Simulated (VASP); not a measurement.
# Mo3H (P-3m1) in VASP: single point with PBE

Aim: the single point of Mo3H with PBE.

Everything below comes from runs of VASP 6.6.1. Logs are shortened: lines on timing, memory, paths and dates and some standing lists are left out, and cuts for length are marked.

**1. The cell of the first run**

The structure is trigonal, space group P-3m1 (No. 164). Conventional cell: a = 2.881 Å, b = 2.881 Å, c = 6.960 Å, α = 90.00°, β = 90.00°, γ = 120.00°. H (site symmetry -3m) has 6 Mo at 2.06 Å within 2.7 Å. Mo (site symmetry 3m) has 3 H at 2.06 Å within 2.7 Å. Within 3.7 Å of Mo (site symmetry -3m) lie 12 Mo at 2.81 to 2.88 Å and 2 H at 3.48 Å.

**2. Single point, PBE**

INCAR reads:

```
SYSTEM = Mo3H
  ALGO = Normal
  EDIFF = 1E-6
  ENCUT = 520
  GGA = PE
  ISIF = 2
  ISMEAR = 0
  LASPH = .TRUE.
  LCHARG = .FALSE.
  LREAL = .FALSE.
  LWAVE = .FALSE.
  NBANDS = 30
  NELM = 80
  PREC = Accurate
  SIGMA = 0.2
```

KPOINTS reads:

```
k-points
0
G
  8 8 3
  0 0 0
```

POSCAR reads:

```
Mo3H
1.0
    2.8813448285      0.0000000000      0.0000000000
   -1.4406724143      2.4953178186      0.0000000000
    0.0000000000      0.0000000000      6.9601061171
H Mo
1 3
Direct
    0.0000000000      0.0000000000      0.5000000000
    0.6666666667      0.3333333333      0.6742801413
    0.3333333333      0.6666666667      0.3257198587
    0.0000000000      0.0000000000      0.0000000000
```

Potentials or basis: VASP PAW PBE potentials, release 64 (H, Mo_sv).

Command:

```sh
> cat potpaw_PBE.64/H/POTCAR potpaw_PBE.64/Mo_sv/POTCAR > POTCAR
> mpirun -np 1 vasp_std > vasp.out
```

OUTCAR:

```text
SYSTEM = Mo3H
   EDIFF = 1E-6
   ENCUT = 520
   GGA = PE
   ISIF = 2
   ISMEAR = 0
   LASPH = .TRUE.
   LREAL = .FALSE.
   NELM = 80
   PREC = Accurate

 ion  position               nearest neighbor table
   1  0.000  0.000  0.500-   2 2.06   3 2.06   2 2.06   3 2.06   2 2.06   3 2.06
   2  0.667  0.333  0.674-   1 2.06   1 2.06   1 2.06   4 2.81   4 2.81   4 2.81   3 2.94   3 2.94
                             3 2.94
   3  0.333  0.667  0.326-   1 2.06   1 2.06   1 2.06   4 2.81   4 2.81   4 2.81   2 2.94   2 2.94
                             2 2.94
   4  0.000  0.000  0.000-   2 2.81   3 2.81   2 2.81   3 2.81   2 2.81   3 2.81

  LATTYP: Found a hexagonal cell.
 ALAT       =     2.8813448285
 C/A-ratio  =     2.4155755494

  Lattice vectors:

 A1 = (   2.8813448285,   0.0000000000,   0.0000000000)
 A2 = (  -1.4406724143,   2.4953178186,   0.0000000000)
 A3 = (   0.0000000000,   0.0000000000,   6.9601061171)

Analysis of symmetry for initial positions (statically):
=====================================================================
 Subroutine PRICEL returns:
 Original cell was already a primitive cell.

 Routine SETGRP: Setting up the symmetry group for a
 hexagonal supercell.

 Subroutine GETGRP returns: Found 12 space group operations
 (whereof 12 operations were pure point group operations)
 out of a pool of 24 trial point group operations.

The static configuration has the point symmetry D_3d.

Analysis of symmetry for dynamics (positions and initial velocities):
=====================================================================
 Subroutine PRICEL returns:
 Original cell was already a primitive cell.

 Routine SETGRP: Setting up the symmetry group for a
 hexagonal supercell.

 Subroutine GETGRP returns: Found 12 space group operations
 (whereof 12 operations were pure point group operations)
 out of a pool of 24 trial point group operations.

The dynamic configuration has the point symmetry D_3d.

 Subroutine INISYM returns: Found 12 space group operations
 (whereof 12 operations are pure point group operations),
 and found     1 'primitive' translations

----------------------------------------------------------------------------------------

                                     Primitive cell

  volume of cell :      50.0423

  direct lattice vectors                    reciprocal lattice vectors
     2.881344829  0.000000000  0.000000000     0.347060161  0.200375277  0.000000000
    -1.440672414  2.495317819  0.000000000     0.000000000  0.400750555  0.000000000
     0.000000000  0.000000000  6.960106117     0.000000000  0.000000000  0.143675970

  length of vectors
     2.881344829  2.881344829  6.960106117     0.400750555  0.400750555  0.143675970

  position of ions in fractional coordinates (direct lattice)
     0.000000000  0.000000000  0.500000000
     0.666666667  0.333333333  0.674280141
     0.333333333  0.666666667  0.325719859
     0.000000000  0.000000000  0.000000000

  ion indices of the primitive-cell ions
   primitive index   ion index
                 1           1
                 2           2
                 3           3
                 4           4

----------------------------------------------------------------------------------------

 KPOINTS: k-points

Automatic generation of k-mesh.
 Grid dimensions read from file:
 generate k-points for:    8    8    3

 Generating k-lattice:

  Cartesian coordinates                     Fractional coordinates (reciprocal lattice)
     0.043382520  0.025046910  0.000000000     0.125000000  0.000000000  0.000000000
     0.000000000  0.050093819  0.000000000     0.000000000  0.125000000  0.000000000
     0.000000000  0.000000000  0.047891990     0.000000000  0.000000000  0.333333333

  Length of vectors
     0.050093819  0.050093819  0.047891990

  Shift w.r.t. Gamma in fractional coordinates (k-lattice)
     0.000000000  0.000000000  0.000000000

 Subroutine IBZKPT returns following result:
 ===========================================

 Found     25 irreducible k-points:

 Following reciprocal coordinates:
            Coordinates               Weight
  0.000000  0.000000  0.000000      1.000000
  0.125000  0.000000  0.000000      6.000000
  0.250000  0.000000  0.000000      6.000000
  0.375000  0.000000  0.000000      6.000000
  0.500000  0.000000  0.000000      3.000000
  0.125000  0.125000  0.000000      6.000000
[... 16 lines left out ...]
 -0.125000  0.500000  0.333333     12.000000
  0.250000  0.250000  0.333333     12.000000
   k-points           NKPTS =     25   k-points in BZ     NKDIM =     25   number of bands    NBANDS=     30
   number of dos      NEDOS =    301   number of ions     NIONS =      4
   total plane-waves  NPLWV =  31104
   dimension x,y,z NGX =    24 NGY =   24 NGZ =   54
   dimension x,y,z NGXF=    48 NGYF=   48 NGZF=  108
   ions per type =               1   3
   NGX,Y,Z   is equivalent  to a cutoff of  13.85, 13.85, 12.90 a.u.
   NGXF,Y,Z  is equivalent  to a cutoff of  27.69, 27.69, 25.80 a.u.
 SYSTEM =  Mo3H
   PREC   = accura    normal or accurate (medium, high low for compatibility)
   ISTART =      0    job   : 0-new  1-cont  2-samecut
   ICHARG =      2    charge: 1-file 2-atom 10-const
   ISPIN  =      1    spin polarized calculation?
   LNONCOLLINEAR =      F non collinear calculations
   LSORBIT =      F    spin-orbit coupling
   LASPH  =      T    aspherical Exc in radial PAW
   ENCUT  =  520.0 eV  38.22 Ry    6.18 a.u.   5.36  5.36 12.94*2*pi/ulx,y,z
   NELM   =     80;   NELMIN=  2; NELMDL= -5     # of ELM steps
   EDIFF  = 0.1E-05   stopping-criterion for ELM
   LREAL  =      F    real-space projection
   EDIFFG = 0.1E-04   stopping-criterion for IOM
   NSW    =      0    number of steps for IOM
   IBRION =     -1    ionic relax: 0-MD 1-quasi-New 2-CG
   NFREE  =      0    steps in history (QN), initial steepest desc. (CG)
   ISIF   =      2    stress and relaxation
   ISYM   =      2    0-nonsym 1-usesym 2-fastsym
   POTIM  = 0.5000    time-step for ionic-motion
   TEBEG  =    0.0;   TEEND  =   0.0 temperature during run
   PSTRESS=    0.0 pullay stress
   NELECT =      43.0000    total number of electrons
   NUPDOWN=      -1.0000    fix difference up-down
   EMIN   =  10.00;   EMAX   =-10.00  energy-range for DOS
   EFERMI =   0.00;   METHOD = LEGACY
   ISMEAR =     0;   SIGMA  =   0.20  broadening in eV -4-tet -1-fermi 0-gaus
   EFERMI_NEDOS =   21; number of points for ismear=-14 and -15
   IALGO  =     38    algorithm
   IMIX   =      4    mixing-type and parameters
     AMIX     =   0.40;   BMIX     =  1.00
     AMIX_MAG =   1.60;   BMIX_MAG =  1.00
  volume/ion in A,a.u.               =      12.51        84.43
  Fermi-wavevector in a.u.,A,eV,Ry     =   1.556391  2.941152 32.958105  2.422352
  Thomas-Fermi vector in A             =   2.660193
   LORBIT       =      0    0 simple, 1 ext, 2 COOP (PROOUT), +10 PAW based schemes
   GGA     = PE    functional components
   LHFCALC =     F    Hartree Fock is set to
   AEXX    =    0.0000 exact exchange contribution
   IVDW    =     0    specifies the selected vdW correction
   LEPSILON=     F    determine dielectric tensor
   LRPA    =     F    only Hartree local field effects (RPA)
 non-spin polarized calculation
 Gauss-broadening in eV      SIGMA  =   0.20
  energy-cutoff  :      520.00
  volume of cell :       50.04
 maximum number of plane-waves:      1381
 NGX is ok and might be reduce to    24
   NGX = 11   NGY = 11   NGZ = 25

 number of electron      42.9999991 magnetization

 Free energy of the ion-electron system (eV)
  ---------------------------------------------------
  ext. energy  EPLUGINS =         0.00000000
  ---------------------------------------------------
  free energy    TOTEN  =       -35.27620659 eV

  energy without entropy =      -35.20506922  energy(sigma->0) =      -35.24063791

 E-fermi :  11.5886     XC(G=0): -13.2148

 val. band max:       11.5498243682   @ k =   0.3750   0.0000   0.0000
 cond. band min:      11.5934120084   @ k =   0.1250   0.0000   0.3333
 fundamental gap:      0.0435876401
 Fermi energy:        11.5886384648

 k-point     1 :       0.0000    0.0000    0.0000
  band No.  band energies     occupation
      1     -49.2132      2.00000
      2     -49.1088      2.00000
      3     -48.9481      2.00000
      4     -23.5380      2.00000
      5     -23.5220      2.00000
      6     -22.8034      2.00000
[... 22 lines left out ...]
     29      14.3798      0.00000
     30      14.3798      0.00000

 k-point     2 :       0.1250    0.0000    0.0000
  band No.  band energies     occupation
      1     -49.1898      2.00000
      2     -49.0936      2.00000
      3     -48.9338      2.00000
      4     -23.5212      2.00000
      5     -23.4997      2.00000
      6     -22.9312      2.00000
[... 22 lines left out ...]
     29      14.8924      0.00000
     30      15.6348      0.00000

 k-point     3 :       0.2500    0.0000    0.0000
  band No.  band energies     occupation
      1     -49.1313      2.00000
      2     -49.0575      2.00000
      3     -48.8998      2.00000
      4     -23.5295      2.00000
      5     -23.4886      2.00000
      6     -23.1810      2.00000
[... 22 lines left out ...]
     29      15.3380      0.00000
     30      16.9973      0.00000

 k-point     4 :       0.3750    0.0000    0.0000
  band No.  band energies     occupation
      1     -49.0674      2.00000
      2     -49.0249      2.00000
      3     -48.8666      2.00000
      4     -23.6562      2.00000
      5     -23.6225      2.00000
      6     -23.4838      2.00000
[... 22 lines left out ...]
     29      16.1582      0.00000
     30      17.3389      0.00000

 k-point     5 :       0.5000    0.0000    0.0000
  band No.  band energies     occupation
      1     -49.0355      2.00000
      2     -49.0163      2.00000
      3     -48.8532      2.00000
      4     -23.7388      2.00000
      5     -23.7079      2.00000
      6     -23.6125      2.00000
[... 22 lines left out ...]
     29      16.1012      0.00000
     30      16.7568      0.00000
[... 526 lines left out ...]
     29      15.1582      0.00000
     30      18.7161      0.00000

 k-point    22 :       0.3750    0.1250    0.3333
  band No.  band energies     occupation
      1     -49.0359      2.00000
      2     -49.0159      2.00000
      3     -48.8532      2.00000
      4     -23.7389      2.00000
      5     -23.6049      2.00000
      6     -23.4937      2.00000
[... 22 lines left out ...]
     29      16.9974      0.00000
     30      19.1438      0.00000

 k-point    23 :      -0.1250    0.5000    0.3333
  band No.  band energies     occupation
      1     -49.0396      2.00000
      2     -49.0117      2.00000
      3     -48.8537      2.00000
      4     -23.7142      2.00000
      5     -23.6004      2.00000
      6     -23.4917      2.00000
[... 22 lines left out ...]
     29      16.9713      0.00000
     30      19.0188      0.00000

 k-point    24 :       0.2500    0.2500    0.3333
  band No.  band energies     occupation
      1     -49.0371      2.00000
      2     -49.0148      2.00000
      3     -48.8532      2.00000
      4     -23.6185      2.00000
      5     -23.5334      2.00000
      6     -23.4425      2.00000
[... 22 lines left out ...]
     29      17.1485      0.00000
     30      19.8573      0.00000

 [... further k-points ...]
[... 5 lines left out ...]
  --------------------------------------------------------------------------------------
  -------------------------------------------------------------------------------------
  Total        0.1213045      0.1213045      0.0284339     -0.0000000     -0.0000000      0.0000000
  in kB        3.8837431      3.8837431      0.9103529     -0.0000000     -0.0000000      0.0000000
  external PRESSURE =       2.8926130 kB  Pullay stress =       0.0000000 kB

 VOLUME and BASIS-vectors are now :
 -----------------------------------------------------------------------------
  energy-cutoff  :      520.00
  volume of cell :       50.04
      direct lattice vectors                 reciprocal lattice vectors
     2.881344829  0.000000000  0.000000000     0.347060161  0.200375277  0.000000000
    -1.440672414  2.495317819  0.000000000     0.000000000  0.400750555  0.000000000
     0.000000000  0.000000000  6.960106117     0.000000000  0.000000000  0.143675970

 POSITION                                       TOTAL-FORCE (eV/Angst)
 -----------------------------------------------------------------------------------
      0.00000      0.00000      3.48005        -0.000000      0.000000      0.000000
      1.44067      0.83177      4.69306        -0.000000      0.000000     -0.039001
     -0.00000      1.66355      2.26704         0.000000     -0.000000      0.039001
      0.00000      0.00000      0.00000        -0.000000      0.000000      0.000000
 -----------------------------------------------------------------------------------
    total drift:                                0.000000     -0.000000      0.000000

  FREE ENERGIE OF THE ION-ELECTRON SYSTEM (eV)
  ---------------------------------------------------
  free  energy   TOTEN  =       -35.2762065927 eV

  energy  without entropy=      -35.2050692185  energy(sigma->0) =      -35.24063791
```

Run time: 51 s. Hardware: 1 thread of Intel Xeon Platinum 8259CL at 2.50GHz (Skylake/Cascade Lake), shared host; peak memory 0.19 GiB.

Results:

* Free energy: -35.2762 eV
* Pressure: 0.3 GPa
* Largest force: 0.039 eV/Å

Forces in eV/Å, atoms in the order of the input:
```
H    0.000  0.000  0.000
Mo   0.000  0.000 -0.039
Mo   0.000  0.000  0.039
Mo   0.000  0.000  0.000
```

Stress tensor (GPa, compression positive):
```
0.39 0.00 0.00
0.00 0.39 0.00
0.00 0.00 0.09
```
